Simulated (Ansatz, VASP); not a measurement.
## Ge2Sb2Te5 in VASP and in Ansatz

```
Ge Sb Te
1.0
     4.19654    0.00000    0.00000
    -2.09827    3.63431    0.00000
     0.00000    0.00000   16.68878
Ge Sb Te
2 2 5
Direct
  0.33333 0.66667 0.89943
  0.66667 0.33333 0.10057
  0.00000 0.00000 0.68189
  0.00000 0.00000 0.31811
  0.00000 0.00000 0.00000
  0.66667 0.33333 0.80099
  0.33333 0.66667 0.19901
  0.33333 0.66667 0.57911
  0.66667 0.33333 0.42089
```

Alike in both runs: functional LDA; k mesh 9 × 9 × 2; occupations gaussian, width 0.01 eV; no spin polarisation.

Ansatz relaxed the structure, and its values are those at the end. VASP's run is a single point on that final structure, the one shown.

|  | VASP | Ansatz |
| --- | --- | --- |
| version | VASP 6.6.1 | Ansatz 0.2.0 |
| potentials or method | VASP PAW LDA potentials, release 64 (Ge_d, Sb, Te), cutoff 500 eV | scalar-relativistic, plane waves, PAW |
| valence electrons in the cell | 68 | 138 |

VASP gave:

```
gap on the k mesh at the Fermi level (eV) : 0.04
least direct gap on the mesh (eV)         : 0.04
pressure (GPa)                            : 0.1
rms of the force components (eV/Å)        : 0.018
```

Problem. What did Ansatz give for the same quantities?

Solution. gap on the k mesh at the Fermi level (eV): 0.07; least direct gap on the mesh (eV): 0.07; pressure (GPa): 0.0; rms of the force components (eV/Å): 0.001.

Ansatz warns that its potentials were made for another functional, while VASP's fit it. LDA's correlation is that of Perdew and Zunger in VASP and of Perdew and Wang (1992) in Ansatz. VASP's potentials hold 68 valence electrons a cell and Ansatz's 138, so a difference there can come from the potentials and not from the codes.

Neither program's run includes spin-orbit coupling.
